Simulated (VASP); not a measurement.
Wanted: the native input for a VASP 6.6.1 run.

* Task: single point
* Functional: PBE
* Potentials or basis: VASP PAW PBE potentials, release 64 (Be, S)
* Cutoff: 600 eV
* k mesh: 5 × 5 × 3
* Occupations: gaussian, width 0.15 eV
* Spin: no spin polarisation
* Dipole correction: no
* Further INCAR settings: ALGO = Normal; EDIFF = 1e-06; NBANDS = 11

The structure of BeS lies in POSCAR:

```
BeS
1.0
    3.2427903270      0.0000000030      0.0000000000
   -1.6213951661      2.8083388009      0.0000000000
    0.0000000000      0.0000000000      2.9764039304
Be S
1 1
Direct
    0.6666666667      0.3333333333      0.0000000000
    0.0000000000      0.0000000000      0.5000000000
```

These files were run (other wordings do the same):

INCAR

```
  PREC = Accurate
  ENCUT = 600
  EDIFF = 1E-6
  ISMEAR = 0
  SIGMA = 0.15
  LREAL = False
  LASPH = True
  NELM = 120
  ALGO = Normal
  ISIF = 2
  LWAVE = False
  LCHARG = True
  GGA = PE
  LELF = True
  LVHAR = True
  NBANDS = 11
  GGA_COMPAT = False
```

KPOINTS

```
Automatic mesh
0
Gamma
  5 5 3
```

Potentials or basis: VASP PAW PBE potentials, release 64 (Be, S).

Run with:

```console
$ cat potpaw_PBE.64/Be/POTCAR potpaw_PBE.64/S/POTCAR > POTCAR
$ mpirun -np 1 vasp_std > vasp.out
```

It gave:

```json
{"Pressure": "0.1 GPa", "Band gap on the k mesh": "0.46 eV, indirect (least direct gap 2.49 eV)"}
```

Caveat: the k points lie up to 0.70 Å⁻¹ apart.

Wall time 6.7 s on 1 thread of Intel(R) Xeon(R) Platinum 8259CL CPU @ 2.50GHz (Skylake/Cascade Lake), with other jobs on the host, peak memory 0.14 GiB.
